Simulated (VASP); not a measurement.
Be:

```
Be
1.0
     0.00000    2.22075    2.22075
     2.22075    0.00000    2.22075
     2.22075    2.22075    0.00000
Be
2
Cartesian
  0.5552 0.5552 0.5552
  3.8863 3.8863 3.8863
```

| Property | Result |
| --- | --- |
| Program | VASP 6.6.1 |
| Task | relaxation of cell and atoms |
| Functional | PBEsol |
| Potentials or basis | VASP PAW PBE potentials, release 64 (Be) |
| Cutoff | 600 eV |
| k mesh | 12 × 12 × 12 |
| Occupations | fermi-dirac, width 0.1 eV |
| Spin | no spin polarisation |

At the start: pressure 20.4 GPa; volume 10.95 Å³/atom.

How do energy, volume and symmetry change on relaxing?

Over 5 steps the energy falls by 184.6 meV/atom and the volume is 14.49 Å³/atom (+32.3 %); space group Fd-3m (No. 227, to 0.05 Å).

Step by step:
```tsv
step	energy change (eV)	largest force (eV/Å)	pressure (GPa)	volume (Å³)
1	0.0000	0.0000	20.41	21.90
2	-0.3375	0.0000	4.51	26.63
3	-0.3589	0.0000	-2.10	30.56
4	-0.3692	0.0000	-0.17	29.15
5	-0.3693	0.0000	0.08	28.99
```

Final structure:
```
Be
1.0
     0.00000    2.43822    2.43822
     2.43822    0.00000    2.43822
     2.43822    2.43822    0.00000
Be
2
Direct
  0.12500 0.12500 0.12500
  0.87500 0.87500 0.87500
```

Caveat: the volume moved by over 15 % at a fixed basis, so the end points are rough; the PAW data sets were made with another functional, which shifts forces and pressure a little.
